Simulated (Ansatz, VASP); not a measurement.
## Al4Ru3 in VASP and in Ansatz

```
CELL_PARAMETERS angstrom
0.00001 0.00008 2.96484
5.98680 -0.00096 -0.00016
-0.00098 5.98746 0.00015
ATOMIC_POSITIONS crystal
Al 0.49998 0.25337 0.25338
Al 0.50003 0.74663 0.74661
Al 0.50001 0.74656 0.25344
Al 0.50001 0.25343 0.74656
Ru 0.00004 0.50000 0.00000
Ru 0.99994 0.00000 0.50002
Ru 0.00000 0.50001 0.49999
```

Change from the starting cell: cell x1, atoms moved at random (sigma 0.15 Å) and cell strained at random (1.5 %), then relaxed without symmetry.

Alike in both runs: functional PBE; k mesh 8 × 4 × 4; occupations gaussian, width 0.2 eV; no spin polarisation.

Ansatz relaxed the structure, and its values are those at the end. VASP's run is a single point on that final structure, the one shown.

```csv
,VASP,Ansatz
version,VASP 6.6.1,Ansatz 0.2.0
potentials or method,"VASP PAW PBE potentials, release 64 (Al, Ru_pv), cutoff 520 eV","scalar-relativistic, plane waves, PAW"
valence electrons in the cell,54,60
```

```csv
,VASP,Ansatz,Ansatz less VASP
gap on the k mesh at the Fermi level (eV),none,none,-
pressure (GPa),0.0,0.0,+0.04
rms of the force components (eV/Å),0.006,0.004,-0.0017
```

A gap of «none» marks a metal or a gap that the smearing closes. With one functional, cell and mesh, what is left measures potentials, basis and numerics. VASP's potentials hold 54 valence electrons a cell and Ansatz's 60, so a difference there can come from the potentials and not from the codes.
